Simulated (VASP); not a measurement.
# Li (Im-3m) in VASP: further runs

Runs on Li. Level: PBE. Tasks: relaxation of cell and atoms.

Program: VASP 6.6.1. These are calculated values, not measurements. Logs are shortened: lines on timing, memory, paths and dates and some standing lists are left out, and cuts for length are marked.

**1. The cell of the first run**

The structure is cubic, space group Im-3m (No. 229). The conventional cell has a = 2.571 Å, b = 2.571 Å, c = 2.571 Å, α = 90.00°, β = 90.00°, γ = 90.00°. Li (site symmetry m-3m) has 14 Li at 2.23 to 2.57 Å within 2.9 Å.

**2. Relaxation of cell and atoms, PBE, target pressure 51 GPa, at which the enthalpy is minimised**

File INCAR:

```
SYSTEM = Li
ALGO = Normal
EDIFF = 1E-6
EDIFFG = -0.005
ENCUT = 600
GGA = PE
IBRION = 2
ISIF = 3
ISMEAR = -1
LASPH = .True.
LCHARG = .False.
LREAL = .False.
LWAVE = .False.
NELM = 80
NSW = 60
PREC = Accurate
PSTRESS = 510.0
SIGMA = 0.08
```

File KPOINTS:

```
k-points
0
Gamma
  21 21 21
  0 0 0
```

File POSCAR:

```
Li
1.0
   -1.2856615165      1.2856615165      1.2856615165
    1.2856615165     -1.2856615165      1.2856615165
    1.2856615165      1.2856615165     -1.2856615165
Li
1
Direct
    0.0000000000      0.0000000000      0.0000000000
```

Potentials or basis: VASP PAW PBE potentials, release 64 (Li_sv).

Command:

```sh
$ cat potpaw_PBE.64/Li_sv/POTCAR > POTCAR
$ mpirun -np 1 vasp_std > vasp.out
```

OUTCAR:

```text
SYSTEM = Li
   EDIFF = 1E-6
   EDIFFG = -0.005
   ENCUT = 600
   GGA = PE
   IBRION = 2
   ISIF = 3
   ISMEAR = -1
   LASPH = .True.
   LREAL = .False.
   NELM = 80
   NSW = 60
   PREC = Accurate
   PSTRESS = 510.0

 ion  position               nearest neighbor table
   1  0.000  0.000  0.000-

  LATTYP: Found a body centered cubic cell.
 ALAT       =     2.5713230330

  Lattice vectors:

 A1 = (  -1.2856615165,   1.2856615165,   1.2856615165)
 A2 = (   1.2856615165,  -1.2856615165,   1.2856615165)
 A3 = (   1.2856615165,   1.2856615165,  -1.2856615165)

Analysis of symmetry for initial positions (statically):
=====================================================================
 Subroutine PRICEL returns:
 Original cell was already a primitive cell.

 Routine SETGRP: Setting up the symmetry group for a
 body centered cubic supercell.

 Subroutine GETGRP returns: Found 48 space group operations
 (whereof 48 operations were pure point group operations)
 out of a pool of 48 trial point group operations.

The static configuration has the point symmetry O_h .

Analysis of symmetry for dynamics (positions and initial velocities):
=====================================================================
 Subroutine PRICEL returns:
 Original cell was already a primitive cell.

 Routine SETGRP: Setting up the symmetry group for a
 body centered cubic supercell.

 Subroutine GETGRP returns: Found 48 space group operations
 (whereof 48 operations were pure point group operations)
 out of a pool of 48 trial point group operations.

The dynamic configuration has the point symmetry O_h .

 Subroutine INISYM returns: Found 48 space group operations
 (whereof 48 operations are pure point group operations),
 and found     1 'primitive' translations

----------------------------------------------------------------------------------------

                                     Primitive cell

  volume of cell :       8.5004

  direct lattice vectors                    reciprocal lattice vectors
    -1.285661517  1.285661517  1.285661517     0.000000000  0.388904851  0.388904851
     1.285661517 -1.285661517  1.285661517     0.388904851  0.000000000  0.388904851
     1.285661517  1.285661517 -1.285661517     0.388904851  0.388904851  0.000000000

  length of vectors
     2.226831068  2.226831068  2.226831068     0.549994514  0.549994514  0.549994514

  position of ions in fractional coordinates (direct lattice)
     0.000000000  0.000000000  0.000000000

  ion indices of the primitive-cell ions
   primitive index   ion index
                 1           1

----------------------------------------------------------------------------------------

 KPOINTS: k-points

Automatic generation of k-mesh.
 Grid dimensions read from file:
 generate k-points for:   21   21   21

 Generating k-lattice:

  Cartesian coordinates                     Fractional coordinates (reciprocal lattice)
     0.000000000  0.018519279  0.018519279     0.047619048  0.000000000  0.000000000
     0.018519279  0.000000000  0.018519279     0.000000000  0.047619048  0.000000000
     0.018519279  0.018519279  0.000000000     0.000000000  0.000000000  0.047619048

  Length of vectors
     0.026190215  0.026190215  0.026190215

  Shift w.r.t. Gamma in fractional coordinates (k-lattice)
     0.000000000  0.000000000  0.000000000

 Subroutine IBZKPT returns following result:
 ===========================================

 Found    286 irreducible k-points:

 Following reciprocal coordinates:
            Coordinates               Weight
  0.000000  0.000000  0.000000      1.000000
  0.047619  0.000000  0.000000     12.000000
  0.095238  0.000000  0.000000     12.000000
  0.142857  0.000000  0.000000     12.000000
  0.190476  0.000000  0.000000     12.000000
  0.238095  0.000000  0.000000     12.000000
[... 16 lines left out ...]
  0.142857  0.095238 -0.000000     48.000000
  0.190476  0.095238  0.000000     48.000000
 [... further k-points ...]
   k-points           NKPTS =    286   k-points in BZ     NKDIM =    286   number of bands    NBANDS=      5
   number of dos      NEDOS =    301   number of ions     NIONS =      1
   total plane-waves  NPLWV =   5832
   dimension x,y,z NGX =    18 NGY =   18 NGZ =   18
   dimension x,y,z NGXF=    36 NGYF=   36 NGZF=   36
   ions per type =               1
   NGX,Y,Z   is equivalent  to a cutoff of  13.44, 13.44, 13.44 a.u.
   NGXF,Y,Z  is equivalent  to a cutoff of  26.88, 26.88, 26.88 a.u.
 SYSTEM =  Li
   PREC   = accura    normal or accurate (medium, high low for compatibility)
   ISTART =      0    job   : 0-new  1-cont  2-samecut
   ICHARG =      2    charge: 1-file 2-atom 10-const
   ISPIN  =      1    spin polarized calculation?
   LNONCOLLINEAR =      F non collinear calculations
   LSORBIT =      F    spin-orbit coupling
   LASPH  =      T    aspherical Exc in radial PAW
   ENCUT  =  600.0 eV  44.10 Ry    6.64 a.u.   4.45  4.45  4.45*2*pi/ulx,y,z
   NELM   =     80;   NELMIN=  2; NELMDL= -5     # of ELM steps
   EDIFF  = 0.1E-05   stopping-criterion for ELM
   LREAL  =      F    real-space projection
   EDIFFG = -.5E-02   stopping-criterion for IOM
   NSW    =     60    number of steps for IOM
   IBRION =      2    ionic relax: 0-MD 1-quasi-New 2-CG
   NFREE  =      1    steps in history (QN), initial steepest desc. (CG)
   ISIF   =      3    stress and relaxation
   ISYM   =      2    0-nonsym 1-usesym 2-fastsym
   POTIM  = 0.5000    time-step for ionic-motion
   TEBEG  =    0.0;   TEEND  =   0.0 temperature during run
   PSTRESS=  510.0 pullay stress
   NELECT =       3.0000    total number of electrons
   NUPDOWN=      -1.0000    fix difference up-down
   EMIN   =  10.00;   EMAX   =-10.00  energy-range for DOS
   EFERMI =   0.00;   METHOD = LEGACY
   ISMEAR =    -1;   SIGMA  =   0.08  broadening in eV -4-tet -1-fermi 0-gaus
   EFERMI_NEDOS =   21; number of points for ismear=-14 and -15
   IALGO  =     38    algorithm
   IMIX   =      4    mixing-type and parameters
     AMIX     =   0.40;   BMIX     =  1.00
     AMIX_MAG =   1.60;   BMIX_MAG =  1.00
  volume/ion in A,a.u.               =       8.50        57.36
  Fermi-wavevector in a.u.,A,eV,Ry     =   1.156916  2.186255 18.210790  1.338455
  Thomas-Fermi vector in A             =   2.293532
   LORBIT       =      0    0 simple, 1 ext, 2 COOP (PROOUT), +10 PAW based schemes
   GGA     = PE    functional components
   LHFCALC =     F    Hartree Fock is set to
   AEXX    =    0.0000 exact exchange contribution
   IVDW    =     0    specifies the selected vdW correction
   LEPSILON=     F    determine dielectric tensor
   LRPA    =     F    only Hartree local field effects (RPA)
 conjugate gradient relaxation of ions
 non-spin polarized calculation
  energy-cutoff  :      600.00
  volume of cell :        8.50
 maximum number of plane-waves:       321
 NGX is ok and might be reduce to    18
   NGX =  9   NGY =  9   NGZ =  9

--------------------------------------- Ionic step        1  -------------------------------------------

 number of electron       3.0000001 magnetization

 Free energy of the ion-electron system (eV)
  ---------------------------------------------------
  ext. energy  EPLUGINS =         0.00000000
  ---------------------------------------------------
  free energy    TOTEN  =        -0.91185633 eV

  energy without entropy =       -0.90209735  energy(sigma->0) =       -0.90697684

------------------------ aborting loop because EDIFF is reached ----------------------------------------

  FORCE on cell =-STRESS in cart. coord.  units (eV):
  Direction    XX          YY          ZZ          XY          YZ          ZX
  --------------------------------------------------------------------------------------
  -------------------------------------------------------------------------------------
  Total        2.7368999      2.7368999      2.7368999      0.0000000     -0.0000000      0.0000000
  in kB      515.8572962    515.8572962    515.8572962      0.0000000     -0.0000000      0.0000000
  external PRESSURE =       5.8572962 kB  Pullay stress =     510.0000000 kB
[... 59 lines left out ...]
  enthalpy is  TOTEN    =         1.7939079356 eV   P V=        2.7180117517

--------------------------------------- Ionic step        3  -------------------------------------------

 number of electron       3.0000001 magnetization

 Free energy of the ion-electron system (eV)
  ---------------------------------------------------
  ext. energy  EPLUGINS =         0.00000000
  ---------------------------------------------------
  free energy    TOTEN  =        -0.92236972 eV

  energy without entropy =       -0.91260201  energy(sigma->0) =       -0.91748587

 E-fermi :   4.2321     XC(G=0):  -9.5249

 val. band max:        4.2249963592   @ k =  -0.2857   0.4762   0.0476
 cond. band min:       4.2592112392   @ k =   0.1905   0.1905   0.1429
 fundamental gap:      0.0342148800
 Fermi energy:         4.2320825958

 k-point     1 :       0.0000    0.0000    0.0000
  band No.  band energies     occupation
      1     -41.5451      2.00000
      2       0.1732      2.00000
      3      30.7649      0.00000
      4      30.7649      0.00000
      5      30.7649      0.00000

 k-point     2 :       0.0476    0.0000    0.0000
  band No.  band energies     occupation
      1     -41.5362      2.00000
      2       0.2184      2.00000
      3      30.2190      0.00000
      4      30.2932      0.00000
      5      30.5958      0.00000
[... 169 lines left out ...]
 k-point    24 :       0.1905    0.0952    0.0000
  band No.  band energies     occupation
      1     -41.3489      2.00000
      2       1.4408      2.00000
      3      20.3959      0.00000
      4      24.1614      0.00000
      5      26.2900      0.00000

 [... further k-points ...]

------------------------ aborting loop because EDIFF is reached ----------------------------------------

  FORCE on cell =-STRESS in cart. coord.  units (eV):
  Direction    XX          YY          ZZ          XY          YZ          ZX
  --------------------------------------------------------------------------------------
  -------------------------------------------------------------------------------------
  Total        2.7137742      2.7137742      2.7137742      0.0000000      0.0000000     -0.0000000
  in kB      509.5302481    509.5302481    509.5302481      0.0000000      0.0000000     -0.0000000
  external PRESSURE =      -0.4697519 kB  Pullay stress =     510.0000000 kB
[... 16 lines left out ...]
  FREE ENERGIE OF THE ION-ELECTRON SYSTEM (eV)
  ---------------------------------------------------
  free  energy   TOTEN  =        -0.9223697193 eV

  energy  without entropy=       -0.9126020131  energy(sigma->0) =       -0.91748587

  enthalpy is  TOTEN    =         1.7939064008 eV   P V=        2.7162761201

 reached required accuracy - stopping structural energy minimisation
```

Run time: 15 s. Hardware: 1 thread of Intel Xeon Platinum 8259CL at 2.50GHz (Skylake/Cascade Lake), shared host; peak memory 0.12 GiB.

Results:

- Free energy: -0.9224 eV
- Relaxed volume: 8.53 Å³/atom
- Relaxed cell: a = 2.230 Å, b = 2.230 Å, c = 2.230 Å, α = 109.47°, β = 109.47°, γ = 109.47°
- Space group after relaxing (to 0.1 Å): Im-3m (No. 229)
- Energy change on relaxing (the run minimises the enthalpy): -10.5 meV/atom
- Ionic steps: 3
- Pressure after relaxing: 51.0 GPa
- Band gap on the k mesh: zero (an odd number of electrons rules out a gap without spin polarisation)

Step by step:
| step | energy change (eV) | largest force (eV/Å) | pressure (GPa) | volume (Å³) |
| --- | --- | --- | --- | --- |
| 1 | 0.0000 | 0.0000 | 51.59 | 8.50 |
| 2 | -0.0122 | 0.0000 | 50.90 | 8.54 |
| 3 | -0.0105 | 0.0000 | 50.95 | 8.53 |

Final structure:
```
CELL_PARAMETERS angstrom
-1.28731 1.28731 1.28731
1.28731 -1.28731 1.28731
1.28731 1.28731 -1.28731
ATOMIC_POSITIONS crystal
Li 0.00000 0.00000 0.00000
```

Levels at points of the mesh, in eV from the Fermi level:
```
           k point  band 1  band 2  band 3  band 4  band 5
(0.00, 0.00, 0.00)  -45.78   -4.06   26.53   26.53   26.53
```

Caveat: the cutoff is under 1.25 times the usual one of these potentials, so pressure, stress and relaxed cells hold a basis-set (Pulay) error; the cell is relaxed towards a set pressure, so the run minimises the enthalpy, not the energy.

**3. Relaxation of cell and atoms, PBE, target pressure 51 GPa, at which the enthalpy is minimised**

This run uses another cell than the first one, of 8.55 Å³/atom.

File INCAR:

```
PREC = Accurate ; ENCUT = 600
EDIFF = 1E-6 ; ISMEAR = -1
SIGMA = 0.08 ; LREAL = False
LASPH = True ; NELM = 60
ALGO = Normal ; ISIF = 3
LWAVE = False ; LCHARG = False
GGA = PE ; IBRION = 2
NSW = 32 ; EDIFFG = -0.005
PSTRESS = 510.0
```

File KPOINTS:

```
Automatic mesh
0
Gamma
  21 21 21
```

File POSCAR:

```
Li
1.0
   -1.2882282332      1.2882282332      1.2882282332
    1.2882282332     -1.2882282332      1.2882282332
    1.2882282332      1.2882282332     -1.2882282332
Li
1
Direct
    0.0000000000      0.0000000000      0.0000000000
```

Potentials or basis: VASP PAW PBE potentials, release 64 (Li_sv).

Command:

```sh
$ cat potpaw_PBE.64/Li_sv/POTCAR > POTCAR
$ mpirun -np 1 vasp_std > vasp.out
```

Wall time 12 s (1 thread of Intel Xeon Platinum 8259CL at 2.50GHz (Skylake/Cascade Lake), shared host); peak memory 0.12 GiB.

Results (log left out):

```yaml
Free_energy: -0.9223 eV
Relaxed_volume: 8.53 Å³/atom
Relaxed_cell: a = 2.230 Å, b = 2.230 Å, c = 2.230 Å, α = 109.47°, β = 109.47°, γ = 109.47°
Space_group_after_relaxing_to_0.1_Å: Im-3m (No. 229)
Energy_change_on_relaxing_the_run_minimises_the_enthalpy: +6.0 meV/atom
Ionic_steps: 2
Pressure_after_relaxing: 51.0 GPa
Band_gap_on_the_k_mesh: zero (an odd number of electrons rules out a gap without spin polarisation)
```

The path:
| step | energy change (eV) | largest force (eV/Å) | pressure (GPa) | volume (Å³) |
| --- | --- | --- | --- | --- |
| 1 | 0.0000 | 0.0000 | 50.71 | 8.55 |
| 2 | 0.0060 | 0.0000 | 51.01 | 8.53 |

Final structure:
```yaml
crystal:
  lattice:
    - [-1.28727, 1.28727, 1.28727]
    - [1.28727, -1.28727, 1.28727]
    - [1.28727, 1.28727, -1.28727]
  atoms:
    - { symbol: Li, position: [0.00000, 0.00000, 0.00000] }
```

Levels at points of the mesh, in eV from the Fermi level:
```csv
k point,band 1,band 2,band 3,band 4,band 5
"(0.00, 0.00, 0.00)",-45.78,-4.06,26.53,26.53,26.53
```

Caveat: the cutoff is under 1.25 times the usual one of these potentials, so pressure, stress and relaxed cells hold a basis-set (Pulay) error; the cell is relaxed towards a set pressure, so the run minimises the enthalpy, not the energy.

The gap in the log of VASP goes by the Fermi energy; the results here count the filled bands.